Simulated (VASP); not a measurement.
# Sb (Im-3m) in VASP: single point with r2SCAN

Aim: the single point of Sb with r2SCAN.

All numbers are computed with VASP 6.6.1; they aren't measurements. Logs are shortened: lines on timing, memory, paths and dates and some standing lists are left out, and cuts for length are marked.

## (1) The cell of the first run

The structure is cubic, space group Im-3m (No. 229). The conventional cell has a = 3.443 Å, b = 3.443 Å, c = 3.443 Å, α = 90.00°, β = 90.00°, γ = 90.00°. Sb (site symmetry m-3m) has 14 Sb at 2.98 to 3.44 Å within 3.9 Å.

This isn't the form of Sb at room conditions, which is rhombohedral.

## (2) Single point, r2SCAN (strain -0.080 along x and y, -0.080 along z)

File POSCAR:

```
Sb
1.0
   -1.7216336154      1.7216336154      1.7216336154
    1.7216336154     -1.7216336154      1.7216336154
    1.7216336154      1.7216336154     -1.7216336154
Sb
1
Direct
    0.0000000000      0.0000000000      0.0000000000
```

File INCAR.step1:

```
SYSTEM = Sb
PREC = Accurate
ENCUT = 520
ISMEAR = 0
SIGMA = 0.15
LREAL = .FALSE.
LASPH = .TRUE.
NELM = 80
NBANDS = 8
GGA = PE
ALGO = Normal
EDIFF = 1E-4
LWAVE = .TRUE.
LCHARG = .FALSE.
```

File INCAR.step2:

```
SYSTEM = Sb
PREC = Accurate
ENCUT = 520
EDIFF = 1E-7
ISMEAR = 0
SIGMA = 0.15
LREAL = .FALSE.
LASPH = .TRUE.
NELM = 80
ALGO = Normal
ISIF = 2
LWAVE = .FALSE.
LCHARG = .TRUE.
METAGGA = R2SCAN
LMIXTAU = .TRUE.
LELF = .TRUE.
LVHAR = .TRUE.
NBANDS = 8
ISTART = 1
```

File KPOINTS:

```
Automatic mesh
0
G
  18 18 18
  0 0 0
```

Potentials or basis: VASP PAW PBE potentials, release 64 (Sb).

Command:

```
$ cat potpaw_PBE.64/Sb/POTCAR > POTCAR
$ cp INCAR.step1 INCAR
$ mpirun -np 1 vasp_std > vasp.out
$ cp INCAR.step2 INCAR
$ mpirun -np 1 vasp_std > vasp.out
```

OUTCAR:

```text
SYSTEM = Sb
   PREC = Accurate
   ENCUT = 520
   EDIFF = 1E-7
   ISMEAR = 0
   LREAL = .FALSE.
   LASPH = .TRUE.
   NELM = 80
   ISIF = 2
   METAGGA = R2SCAN
   ISTART = 1

 ion  position               nearest neighbor table
   1  0.000  0.000  0.000-

  LATTYP: Found a body centered cubic cell.
 ALAT       =     3.4432672308

  Lattice vectors:

 A1 = (  -1.7216336154,   1.7216336154,   1.7216336154)
 A2 = (   1.7216336154,  -1.7216336154,   1.7216336154)
 A3 = (   1.7216336154,   1.7216336154,  -1.7216336154)

Analysis of symmetry for initial positions (statically):
=====================================================================
 Subroutine PRICEL returns:
 Original cell was already a primitive cell.

 Routine SETGRP: Setting up the symmetry group for a
 body centered cubic supercell.

 Subroutine GETGRP returns: Found 48 space group operations
 (whereof 48 operations were pure point group operations)
 out of a pool of 48 trial point group operations.

The static configuration has the point symmetry O_h .

Analysis of symmetry for dynamics (positions and initial velocities):
=====================================================================
 Subroutine PRICEL returns:
 Original cell was already a primitive cell.

 Routine SETGRP: Setting up the symmetry group for a
 body centered cubic supercell.

 Subroutine GETGRP returns: Found 48 space group operations
 (whereof 48 operations were pure point group operations)
 out of a pool of 48 trial point group operations.

The dynamic configuration has the point symmetry O_h .

 Subroutine INISYM returns: Found 48 space group operations
 (whereof 48 operations are pure point group operations),
 and found     1 'primitive' translations

----------------------------------------------------------------------------------------

                                     Primitive cell

  volume of cell :      20.4118

  direct lattice vectors                    reciprocal lattice vectors
    -1.721633615  1.721633615  1.721633615     0.000000000  0.290421839  0.290421839
     1.721633615 -1.721633615  1.721633615     0.290421839  0.000000000  0.290421839
     1.721633615  1.721633615 -1.721633615     0.290421839  0.290421839  0.000000000

  length of vectors
     2.981956894  2.981956894  2.981956894     0.410718503  0.410718503  0.410718503

  position of ions in fractional coordinates (direct lattice)
     0.000000000  0.000000000  0.000000000

  ion indices of the primitive-cell ions
   primitive index   ion index
                 1           1

----------------------------------------------------------------------------------------

 KPOINTS: Automatic mesh

Automatic generation of k-mesh.
 Grid dimensions read from file:
 generate k-points for:   18   18   18

 Generating k-lattice:

  Cartesian coordinates                     Fractional coordinates (reciprocal lattice)
     0.000000000  0.016134547  0.016134547     0.055555556  0.000000000  0.000000000
     0.016134547  0.000000000  0.016134547     0.000000000  0.055555556  0.000000000
     0.016134547  0.016134547  0.000000000     0.000000000  0.000000000  0.055555556

  Length of vectors
     0.022817695  0.022817695  0.022817695

  Shift w.r.t. Gamma in fractional coordinates (k-lattice)
     0.000000000  0.000000000  0.000000000

 Subroutine IBZKPT returns following result:
 ===========================================

 Found    195 irreducible k-points:

 Following reciprocal coordinates:
            Coordinates               Weight
  0.000000  0.000000  0.000000      1.000000
  0.055556  0.000000  0.000000     12.000000
  0.111111  0.000000  0.000000     12.000000
  0.166667  0.000000  0.000000     12.000000
  0.222222  0.000000  0.000000     12.000000
  0.277778  0.000000  0.000000     12.000000
[... 16 lines left out ...]
  0.333333  0.111111  0.000000     48.000000
  0.388889  0.111111  0.000000     48.000000
 [... further k-points ...]
   k-points           NKPTS =    195   k-points in BZ     NKDIM =    195   number of bands    NBANDS=      8
   number of dos      NEDOS =    301   number of ions     NIONS =      1
   total plane-waves  NPLWV =  13824
   dimension x,y,z NGX =    24 NGY =   24 NGZ =   24
   dimension x,y,z NGXF=    48 NGYF=   48 NGZF=   48
   ions per type =               1
   NGX,Y,Z   is equivalent  to a cutoff of  13.38, 13.38, 13.38 a.u.
   NGXF,Y,Z  is equivalent  to a cutoff of  26.76, 26.76, 26.76 a.u.
 SYSTEM =  Sb
   PREC   = accura    normal or accurate (medium, high low for compatibility)
   ISTART =      1    job   : 0-new  1-cont  2-samecut
   ICHARG =      0    charge: 1-file 2-atom 10-const
   ISPIN  =      1    spin polarized calculation?
   LNONCOLLINEAR =      F non collinear calculations
   LSORBIT =      F    spin-orbit coupling
   LASPH  =      T    aspherical Exc in radial PAW
   ENCUT  =  520.0 eV  38.22 Ry    6.18 a.u.   5.54  5.54  5.54*2*pi/ulx,y,z
   NELM   =     80;   NELMIN=  2; NELMDL=  0     # of ELM steps
   EDIFF  = 0.1E-06   stopping-criterion for ELM
   LREAL  =      F    real-space projection
   EDIFFG = 0.1E-05   stopping-criterion for IOM
   NSW    =      0    number of steps for IOM
   IBRION =     -1    ionic relax: 0-MD 1-quasi-New 2-CG
   NFREE  =      0    steps in history (QN), initial steepest desc. (CG)
   ISIF   =      2    stress and relaxation
   ISYM   =      2    0-nonsym 1-usesym 2-fastsym
   POTIM  = 0.5000    time-step for ionic-motion
   TEBEG  =    0.0;   TEEND  =   0.0 temperature during run
   PSTRESS=    0.0 pullay stress
   NELECT =       5.0000    total number of electrons
   NUPDOWN=      -1.0000    fix difference up-down
   EMIN   =  10.00;   EMAX   =-10.00  energy-range for DOS
   EFERMI =   0.00;   METHOD = LEGACY
   ISMEAR =     0;   SIGMA  =   0.15  broadening in eV -4-tet -1-fermi 0-gaus
   EFERMI_NEDOS =   21; number of points for ismear=-14 and -15
   IALGO  =     38    algorithm
   IMIX   =      4    mixing-type and parameters
     AMIX     =   0.40;   BMIX     =  1.00
     AMIX_MAG =   1.60;   BMIX_MAG =  1.00
  volume/ion in A,a.u.               =      20.41       137.75
  Fermi-wavevector in a.u.,A,eV,Ry     =   1.024324  1.935692 14.275778  1.049240
  Thomas-Fermi vector in A             =   2.158105
   LORBIT       =      0    0 simple, 1 ext, 2 COOP (PROOUT), +10 PAW based schemes
   METAGGA = R2SCAN    functional components
   LHFCALC =     F    Hartree Fock is set to
   AEXX    =    0.0000 exact exchange contribution
   IVDW    =     0    specifies the selected vdW correction
   LEPSILON=     F    determine dielectric tensor
   LRPA    =     F    only Hartree local field effects (RPA)
 non-spin polarized calculation
 Gauss-broadening in eV      SIGMA  =   0.15
  energy-cutoff  :      520.00
  volume of cell :       20.41
 maximum number of plane-waves:       568
 NGX is ok and might be reduce to    24
   NGX = 11   NGY = 11   NGZ = 11

 number of electron       5.0000000 magnetization

 Free energy of the ion-electron system (eV)
  ---------------------------------------------------
  ext. energy  EPLUGINS =         0.00000000
  ---------------------------------------------------
  free energy    TOTEN  =       -24.83070846 eV

  energy without entropy =      -24.82448665  energy(sigma->0) =      -24.82759755

 E-fermi :  12.6273     XC(G=0): -12.1637

 val. band max:       12.6032325595   @ k =   0.3889   0.1111   0.0556
 cond. band min:      12.6284391428   @ k =   0.2222   0.2222   0.1111
 fundamental gap:      0.0252065833
 Fermi energy:        12.6273015444

 k-point     1 :       0.0000    0.0000    0.0000
  band No.  band energies     occupation
      1      -3.5873      2.00000
      2      21.0232      0.00000
      3      21.0232      0.00000
      4      21.0232      0.00000
      5      24.6711      0.00000
      6      24.6711      0.00000
      7      24.6711      0.00000
      8      25.2219      0.00000

 k-point     2 :       0.0556    0.0000    0.0000
  band No.  band energies     occupation
      1      -3.4999      2.00000
      2      20.1751      0.00000
      3      20.5628      0.00000
      4      20.8902      0.00000
      5      23.8783      0.00000
      6      23.9305      0.00000
      7      24.9712      0.00000
      8      25.1763      0.00000

 k-point     3 :       0.1111    0.0000    0.0000
  band No.  band energies     occupation
      1      -3.2374      2.00000
      2      18.2446      0.00000
      3      19.5982      0.00000
      4      20.4994      0.00000
      5      22.9941      0.00000
      6      23.1272      0.00000
      7      24.7584      0.00000
      8      25.9199      0.00000

 k-point     4 :       0.1667    0.0000    0.0000
  band No.  band energies     occupation
      1      -2.7998      2.00000
      2      15.9765      0.00000
      3      18.5400      0.00000
      4      19.9212      0.00000
      5      22.2286      0.00000
      6      22.4607      0.00000
      7      24.8767      0.00000
      8      26.3249      0.00000

 k-point     5 :       0.2222    0.0000    0.0000
  band No.  band energies     occupation
      1      -2.1868      2.00000
      2      13.6655      0.00000
      3      17.5394      0.00000
      4      19.2783      0.00000
      5      21.5863      0.00000
      6      21.9023      0.00000
      7      25.2941      0.00000
      8      26.7683      0.00000
[... 177 lines left out ...]
 k-point    22 :       0.2778    0.1111    0.0000
  band No.  band energies     occupation
      1      -0.1815      2.00000
      2       9.4869      2.00000
      3      14.0970      0.00000
      4      17.0604      0.00000
      5      21.5754      0.00000
      6      23.5306      0.00000
      7      25.3729      0.00000
      8      29.5192      0.00000

 k-point    23 :       0.3333    0.1111    0.0000
  band No.  band energies     occupation
      1       0.9312      2.00000
      2       7.5591      2.00000
      3      13.5973      0.00000
      4      16.6688      0.00000
      5      21.3004      0.00000
      6      23.3900      0.00000
      7      26.1118      0.00000
      8      30.2739      0.00000

 k-point    24 :       0.3889    0.1111    0.0000
  band No.  band energies     occupation
      1       2.1429      2.00000
      2       5.8492      2.00000
      3      13.2956      0.00000
      4      16.4293      0.00000
      5      21.1349      0.00000
      6      23.2713      0.00000
      7      27.0433      0.00000
      8      29.2518      0.00000

 [... further k-points ...]

------------------------ aborting loop because EDIFF is reached ----------------------------------------

  FORCE on cell =-STRESS in cart. coord.  units (eV):
  Direction    XX          YY          ZZ          XY          YZ          ZX
  --------------------------------------------------------------------------------------
  -------------------------------------------------------------------------------------
  Total        4.2123686      4.2123686      4.2123686      0.0000000      0.0000000      0.0000000
  in kB      330.6395190    330.6395190    330.6395190      0.0000000      0.0000000      0.0000000
  external PRESSURE =     330.6395190 kB  Pullay stress =       0.0000000 kB

 VOLUME and BASIS-vectors are now :
 -----------------------------------------------------------------------------
  energy-cutoff  :      520.00
  volume of cell :       20.41
      direct lattice vectors                 reciprocal lattice vectors
    -1.721633615  1.721633615  1.721633615     0.000000000  0.290421839  0.290421839
     1.721633615 -1.721633615  1.721633615     0.290421839  0.000000000  0.290421839
     1.721633615  1.721633615 -1.721633615     0.290421839  0.290421839  0.000000000

 POSITION                                       TOTAL-FORCE (eV/Angst)
 -----------------------------------------------------------------------------------
      0.00000      0.00000      0.00000         0.000000      0.000000      0.000000
 -----------------------------------------------------------------------------------
    total drift:                                0.000000      0.000000     -0.000000

  FREE ENERGIE OF THE ION-ELECTRON SYSTEM (eV)
  ---------------------------------------------------
  free  energy   TOTEN  =       -24.8307084619 eV

  energy  without entropy=      -24.8244866472  energy(sigma->0) =      -24.82759755
```

Wall time 99 s (1 thread of Intel Xeon 8259CL, shared host); peak memory 0.17 GiB.

Results:

| Quantity | Value |
| --- | --- |
| Free energy | -24.8307 eV |
| Pressure | 33.1 GPa |
| Band gap on the k mesh | zero (an odd number of electrons rules out a gap without spin polarisation) |

Levels at points of the mesh, in eV from the Fermi level:
```
           k point  band 1  band 2  band 3  band 4  band 5  band 6  band 7  band 8
(0.00, 0.00, 0.00)  -16.21    8.40    8.40    8.40   12.04   12.04   12.04   12.59
(0.50, 0.00, 0.00)   -9.89   -8.05    2.36    4.83    7.52    8.05   16.89   17.40
(0.50, 0.50, 0.50)   -4.00   -3.03   -3.03   -3.03    2.51    2.51   19.74   19.91
```

Caveat: the cell differs from its parent crystal (strain -0.080 along x and y, -0.080 along z); the cell stands under pressure; the PAW data sets were made with another functional, which shifts forces and pressure a little; spin-orbit coupling is left out, which moves the levels of the heavy elements.

The gap in the log of VASP goes by the Fermi energy; the results here count the filled bands.